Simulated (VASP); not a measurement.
Here is a VASP 6.6.1 calculation.

The input INCAR:

```
PREC = Accurate
ENCUT = 520
EDIFF = 1E-6
ISMEAR = 0
SIGMA = 0.1
LREAL = F
LASPH = T
NELM = 100
ALGO = Normal
ISIF = 2
LWAVE = F
LCHARG = F
GGA = PE
NBANDS = 47
```

Contents of KPOINTS:

```
regular mesh
0
Gamma
  10 10 4
```

Contents of POSCAR:

```
TlMo4F
1.0
    3.5604202415      0.0000000000      0.0000000000
    0.0000000000      3.5604202415      0.0000000000
    0.0000000000      0.0000000000      8.8146302962
Tl Mo F
1 4 1
Direct
    0.5000000000      0.5000000000      0.5000000000
    0.5000000000      0.0000000000      0.7732603616
    0.0000000000      0.5000000000      0.2267396384
    0.5000000000      0.0000000000      0.2267396384
    0.0000000000      0.5000000000      0.7732603616
    0.0000000000      0.0000000000      0.0000000000
```

Potentials or basis: VASP PAW PBE potentials, release 64 (Tl_d, Mo_sv, F).

The run is started by

```sh
$ cat potpaw_PBE.64/Tl_d/POTCAR potpaw_PBE.64/Mo_sv/POTCAR potpaw_PBE.64/F/POTCAR > POTCAR
$ mpirun -np 1 vasp_std > vasp.out
```

Task: Estimate the pressure.

Result: 0.2 GPa.

Task: What does it give for the band gap on the k mesh?

Result: Zero (bands 38 and 39 overlap by 1.35 eV).

Stress tensor (GPa, compression positive):
```
 0.33  0.00  0.00
 0.00  0.33  0.00
 0.00  0.00 -0.02
```

Caveat: spin-orbit coupling is left out, which moves the levels of the heavy elements.
